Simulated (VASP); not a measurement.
# Ni (Fmmm) in VASP: single point with PBE

Aim: the single point of Ni with PBE.

Program: VASP 6.6.1. These are calculated values, not measurements. Logs are shortened: lines on timing, memory, paths and dates and some standing lists are left out, and cuts for length are marked.

## (1) The cell of the first run

The structure is orthorhombic, space group Fmmm (No. 69). The conventional cell has a = 2.472 Å, b = 4.189 Å, c = 8.845 Å, α = 90.00°, β = 90.00°, γ = 90.00°. Ni (site symmetry mm2) has 11 Ni at 2.33 to 2.96 Å within 3.1 Å.

## (2) Single point, PBE, collinear spin, ferromagnetic start

INCAR reads:

```
SYSTEM = Ni
PREC = Accurate ; ENCUT = 520
EDIFF = 1E-6 ; ISMEAR = 0
SIGMA = 0.1 ; LREAL = .FALSE.
LASPH = .TRUE. ; NELM = 150
ALGO = Normal ; ISIF = 2
LWAVE = .FALSE. ; LCHARG = .TRUE.
ISPIN = 2 ; MAGMOM = 0.75 0.75 0.75 0.75
LORBIT = 11 ; LMAXMIX = 4
GGA = PE ; LELF = .TRUE.
LVHAR = .TRUE. ; NBANDS = 32
```

KPOINTS reads:

```
Automatic mesh
0
G
  6 6 6
  0 0 0
```

POSCAR reads:

```
Ni
1.0
    1.2358168164     -4.4223646361      0.0000000000
    1.2358168164      4.4223646361      0.0000000000
    0.0000000000      0.0000000000      4.1886527773
Ni
4
Direct
    0.1319454743      0.8680545257      0.9999958137
    0.6319454743      0.3680545257      0.5000041863
    0.8680545257      0.1319454743      0.0000041863
    0.3680545257      0.6319454743      0.4999958137
```

Potentials or basis: VASP PAW PBE potentials, release 64 (Ni).

Run with:

```
cat potpaw_PBE.64/Ni/POTCAR > POTCAR
mpirun -np 1 vasp_std > vasp.out
```

OUTCAR:

```text
SYSTEM = Ni
   PREC = Accurate
   ENCUT = 520
   EDIFF = 1E-6
   ISMEAR = 0
   LREAL = .FALSE.
   LASPH = .TRUE.
   NELM = 150
   ISIF = 2
   ISPIN = 2
   LORBIT = 11
   GGA = PE

 ion  position               nearest neighbor table
   1  0.132  0.868  1.000-   3 2.33   3 2.43   3 2.43   2 2.43   2 2.43   2 2.43   2 2.43   4 2.96
                             4 2.96
   2  0.632  0.368  0.500-   4 2.33   4 2.43   4 2.43   1 2.43   1 2.43   1 2.43   1 2.43   3 2.96
                             3 2.96
   3  0.868  0.132  0.000-   1 2.33   1 2.43   1 2.43   4 2.43   4 2.43   4 2.43   4 2.43   2 2.96
                             2 2.96
   4  0.368  0.632  0.500-   2 2.33   2 2.43   2 2.43   3 2.43   3 2.43   3 2.43   3 2.43   1 2.96
                             1 2.96

  LATTYP: Found a base centered orthorhombic cell.
 ALAT       =     2.4716336328
 B/A-ratio  =     3.5784952733
 C/A-ratio  =     1.6946899903

  Lattice vectors:

 A1 = (   1.2358168164,  -4.4223646361,   0.0000000000)
 A2 = (   1.2358168164,   4.4223646361,   0.0000000000)
 A3 = (   0.0000000000,   0.0000000000,   4.1886527773)

Analysis of symmetry for initial positions (statically):
=====================================================================
 Subroutine PRICEL returns:
 Original cell was already a primitive cell.

 Routine SETGRP: Setting up the symmetry group for a
 base centered orthorhombic supercell.

 Subroutine GETGRP returns: Found  8 space group operations
 (whereof  4 operations were pure point group operations)
 out of a pool of  8 trial point group operations.

The static configuration has the point symmetry C_2h.
 The point group associated with its full space group is D_2h.

Analysis of symmetry for dynamics (positions and initial velocities):
=====================================================================
 Subroutine PRICEL returns:
 Original cell was already a primitive cell.

 Routine SETGRP: Setting up the symmetry group for a
 base centered orthorhombic supercell.

 Subroutine GETGRP returns: Found  8 space group operations
 (whereof  4 operations were pure point group operations)
 out of a pool of  8 trial point group operations.

The dynamic configuration has the point symmetry C_2h.
 The point group associated with its full space group is D_2h.

Analysis of structural, dynamic, and magnetic symmetry:
=====================================================================
 Subroutine PRICEL returns:
 Original cell was already a primitive cell.

 Routine SETGRP: Setting up the symmetry group for a
 base centered orthorhombic supercell.

 Subroutine GETGRP returns: Found  8 space group operations
 (whereof  4 operations were pure point group operations)
 out of a pool of  8 trial point group operations.

The overall configuration has the point symmetry C_2h.
 The point group associated with its full space group is D_2h.

 Subroutine INISYM returns: Found  8 space group operations
 (whereof  4 operations are pure point group operations),
 and found     1 'primitive' translations

----------------------------------------------------------------------------------------

                                     Primitive cell

  volume of cell :      45.7839

  direct lattice vectors                    reciprocal lattice vectors
     1.235816816 -4.422364636  0.000000000     0.404590707 -0.113061686  0.000000000
     1.235816816  4.422364636  0.000000000     0.404590707  0.113061686  0.000000000
     0.000000000  0.000000000  4.188652777     0.000000000  0.000000000  0.238740247

  length of vectors
     4.591791827  4.591791827  4.188652777     0.420091163  0.420091163  0.238740247

  position of ions in fractional coordinates (direct lattice)
     0.131945474  0.868054526  0.999995814
     0.631945474  0.368054526  0.500004186
     0.868054526  0.131945474  0.000004186
     0.368054526  0.631945474  0.499995814

  ion indices of the primitive-cell ions
   primitive index   ion index
                 1           1
                 2           2
                 3           3
                 4           4

----------------------------------------------------------------------------------------

 KPOINTS: Automatic mesh

Automatic generation of k-mesh.
 Grid dimensions read from file:
 generate k-points for:    6    6    6

 Generating k-lattice:

  Cartesian coordinates                     Fractional coordinates (reciprocal lattice)
     0.067431785 -0.018843614  0.000000000     0.166666667  0.000000000  0.000000000
     0.067431785  0.018843614  0.000000000     0.000000000  0.166666667  0.000000000
     0.000000000  0.000000000  0.039790041     0.000000000  0.000000000  0.166666667

  Length of vectors
     0.070015194  0.070015194  0.039790041

  Shift w.r.t. Gamma in fractional coordinates (k-lattice)
     0.000000000  0.000000000  0.000000000

 Subroutine IBZKPT returns following result:
 ===========================================

 Found     52 irreducible k-points:

 Following reciprocal coordinates:
            Coordinates               Weight
  0.000000  0.000000  0.000000      1.000000
  0.166667 -0.000000  0.000000      4.000000
  0.333333 -0.000000  0.000000      4.000000
  0.500000  0.000000  0.000000      2.000000
  0.166667  0.166667  0.000000      2.000000
  0.333333  0.166667  0.000000      4.000000
[... 16 lines left out ...]
  0.333333  0.333333  0.166667      4.000000
  0.500000  0.333333  0.166667      8.000000
 [... further k-points ...]
   k-points           NKPTS =     52   k-points in BZ     NKDIM =     52   number of bands    NBANDS=     32
   number of dos      NEDOS =    301   number of ions     NIONS =      4
   total plane-waves  NPLWV =  41472
   dimension x,y,z NGX =    36 NGY =   36 NGZ =   32
   dimension x,y,z NGXF=    72 NGYF=   72 NGZF=   64
   ions per type =               4
   NGX,Y,Z   is equivalent  to a cutoff of  13.03, 13.03, 12.70 a.u.
   NGXF,Y,Z  is equivalent  to a cutoff of  26.07, 26.07, 25.40 a.u.
 SYSTEM =  Ni
   PREC   = accura    normal or accurate (medium, high low for compatibility)
   ISTART =      0    job   : 0-new  1-cont  2-samecut
   ICHARG =      2    charge: 1-file 2-atom 10-const
   ISPIN  =      2    spin polarized calculation?
   LNONCOLLINEAR =      F non collinear calculations
   LSORBIT =      F    spin-orbit coupling
   LASPH  =      T    aspherical Exc in radial PAW
   ENCUT  =  520.0 eV  38.22 Ry    6.18 a.u.   8.54  8.54  7.79*2*pi/ulx,y,z
   NELM   =    150;   NELMIN=  2; NELMDL= -5     # of ELM steps
   EDIFF  = 0.1E-05   stopping-criterion for ELM
   LREAL  =      F    real-space projection
   EDIFFG = 0.1E-04   stopping-criterion for IOM
   NSW    =      0    number of steps for IOM
   IBRION =     -1    ionic relax: 0-MD 1-quasi-New 2-CG
   NFREE  =      0    steps in history (QN), initial steepest desc. (CG)
   ISIF   =      2    stress and relaxation
   ISYM   =      2    0-nonsym 1-usesym 2-fastsym
   POTIM  = 0.5000    time-step for ionic-motion
   TEBEG  =    0.0;   TEEND  =   0.0 temperature during run
   PSTRESS=    0.0 pullay stress
   NELECT =      40.0000    total number of electrons
   NUPDOWN=      -1.0000    fix difference up-down
   EMIN   =  10.00;   EMAX   =-10.00  energy-range for DOS
[... 5 lines left out ...]
     AMIX     =   0.40;   BMIX     =  1.00
     AMIX_MAG =   1.60;   BMIX_MAG =  1.00
  volume/ion in A,a.u.               =      11.45        77.24
  Fermi-wavevector in a.u.,A,eV,Ry     =   1.565034  2.957486 33.325185  2.449332
  Thomas-Fermi vector in A             =   2.667570
   LORBIT       =     11    0 simple, 1 ext, 2 COOP (PROOUT), +10 PAW based schemes
   GGA     = PE    functional components
   LHFCALC =     F    Hartree Fock is set to
   AEXX    =    0.0000 exact exchange contribution
   IVDW    =     0    specifies the selected vdW correction
   LEPSILON=     F    determine dielectric tensor
   LRPA    =     F    only Hartree local field effects (RPA)
 spin polarized calculation
 Gauss-broadening in eV      SIGMA  =   0.10
  energy-cutoff  :      520.00
  volume of cell :       45.78
 maximum number of plane-waves:      1276
 NGX is ok and might be reduce to    36
   NGX = 17   NGY = 17   NGZ = 15

 number of electron      39.9999979 magnetization       2.3676872

 Free energy of the ion-electron system (eV)
  ---------------------------------------------------
  ext. energy  EPLUGINS =         0.00000000
  ---------------------------------------------------
  free energy    TOTEN  =       -20.99557568 eV

  energy without entropy =      -20.96551186  energy(sigma->0) =      -20.98054377

 E-fermi :   8.5857     XC(G=0): -12.9177

 val. band max:        8.5755489414   @ k =  -0.3333   0.3333   0.0000
 cond. band min:       8.5946070233   @ k =  -0.1667   0.1667   0.1667
 fundamental gap:      0.0190580819
 Fermi energy:         8.5857086921

 spin component 1

 k-point     1 :       0.0000    0.0000    0.0000
  band No.  band energies     occupation
      1       0.0272      1.00000
      2       4.0787      1.00000
      3       4.1265      1.00000
      4       4.4594      1.00000
      5       4.7740      1.00000
      6       5.3947      1.00000
[... 24 lines left out ...]
     31      27.3143      0.00000
     32      30.3797      0.00000

 k-point     2 :       0.1667   -0.0000    0.0000
  band No.  band energies     occupation
      1       0.8033      1.00000
      2       4.5874      1.00000
      3       4.5934      1.00000
      4       4.7438      1.00000
      5       5.1125      1.00000
      6       5.5567      1.00000
[... 24 lines left out ...]
     31      23.9288      0.00000
     32      28.4603      0.00000
[... 733 lines left out ...]
     31      22.2280      0.00000
     32      23.1112      0.00000

 k-point    24 :       0.5000    0.3333    0.1667
  band No.  band energies     occupation
      1       2.2094      1.00000
      2       3.3428      1.00000
      3       4.8798      1.00000
      4       4.9494      1.00000
      5       5.2426      1.00000
      6       5.2534      1.00000
[... 24 lines left out ...]
     31      25.6004      0.00000
     32      26.1054      0.00000

 [... further k-points ...]

 spin component 2

 k-point     1 :       0.0000    0.0000    0.0000
  band No.  band energies     occupation
      1      -0.0011      1.00000
      2       4.4856      1.00000
      3       4.4983      1.00000
      4       4.7654      1.00000
      5       5.3066      1.00000
      6       6.0777      1.00000
[... 24 lines left out ...]
     31      27.3700      0.00000
     32      30.3617      0.00000

 k-point     2 :       0.1667   -0.0000    0.0000
  band No.  band energies     occupation
      1       0.7772      1.00000
      2       4.9763      1.00000
      3       5.0298      1.00000
      4       5.0627      1.00000
      5       5.6457      1.00000
      6       6.2550      1.00000
[... 24 lines left out ...]
     31      24.1015      0.00000
     32      28.4735      0.00000
[... 733 lines left out ...]
     31      22.3348      0.00000
     32      23.2130      0.00000

 k-point    24 :       0.5000    0.3333    0.1667
  band No.  band energies     occupation
      1       2.2024      1.00000
      2       3.3889      1.00000
      3       5.2381      1.00000
      4       5.3595      1.00000
      5       5.6465      1.00000
      6       5.8322      1.00000
[... 24 lines left out ...]
     31      25.6694      0.00000
     32      26.1570      0.00000

 [... further k-points ...]
[... 5 lines left out ...]
  --------------------------------------------------------------------------------------
  -------------------------------------------------------------------------------------
  Total        0.0024844     -0.1144608     -0.0456860      0.0000000      0.0000000      0.0000000
  in kB        0.0869409     -4.0054767     -1.5987496      0.0000000      0.0000000      0.0000000
  external PRESSURE =      -1.8390951 kB  Pullay stress =       0.0000000 kB

 VOLUME and BASIS-vectors are now :
 -----------------------------------------------------------------------------
  energy-cutoff  :      520.00
  volume of cell :       45.78
      direct lattice vectors                 reciprocal lattice vectors
     1.235816816 -4.422364636  0.000000000     0.404590707 -0.113061686  0.000000000
     1.235816816  4.422364636  0.000000000     0.404590707  0.113061686  0.000000000
     0.000000000  0.000000000  4.188652777     0.000000000  0.000000000  0.238740247

 POSITION                                       TOTAL-FORCE (eV/Angst)
 -----------------------------------------------------------------------------------
      1.23582      3.25534      4.18864         0.000000      0.003039      0.000243
      1.23582     -1.16702      2.09434         0.000000      0.003039     -0.000243
      1.23582     -3.25534      0.00002         0.000000     -0.003039     -0.000243
      1.23582      1.16702      2.09431         0.000000     -0.003039      0.000243
 -----------------------------------------------------------------------------------
    total drift:                                0.000000      0.000000     -0.000000

  FREE ENERGIE OF THE ION-ELECTRON SYSTEM (eV)
  ---------------------------------------------------
  free  energy   TOTEN  =       -20.9955756758 eV

  energy  without entropy=      -20.9655118579  energy(sigma->0) =      -20.98054377

 total charge

# of ion       s       p       d       tot
------------------------------------------
    1        0.498   0.458   8.332   9.289
    2        0.498   0.458   8.332   9.289
    3        0.498   0.458   8.332   9.289
    4        0.498   0.458   8.332   9.289
--------------------------------------------------
tot          1.993   1.833  33.328  37.155

 magnetization (x)

# of ion       s       p       d       tot
------------------------------------------
    1       -0.009  -0.020   0.632   0.603
    2       -0.009  -0.020   0.632   0.603
    3       -0.009  -0.020   0.632   0.603
    4       -0.009  -0.020   0.632   0.603
--------------------------------------------------
tot         -0.034  -0.079   2.527   2.413
```

Wall time 2.5 min (1 thread of Intel Xeon Platinum 8259CL at 2.50GHz (Skylake/Cascade Lake), shared host); peak memory 0.28 GiB.

What came out:

- Free energy: -20.9956 eV
- Pressure: -0.2 GPa
- Largest force: 0.003 eV/Å
- Net moment: 2.37 μB per cell
- Site moments: Ni +0.60 μB
- Valence electrons inside the program's atomic spheres: Ni 9.29

Forces on the atoms (eV/Å):
```
Ni   0.000  0.003  0.000
Ni   0.000  0.003  0.000
Ni   0.000 -0.003  0.000
Ni   0.000 -0.003  0.000
```

Stress tensor (GPa, compression positive):
```
 0.01  0.00  0.00
 0.00 -0.40  0.00
 0.00  0.00 -0.16
```

Caveat: the k points lie up to 0.44 Å⁻¹ apart.
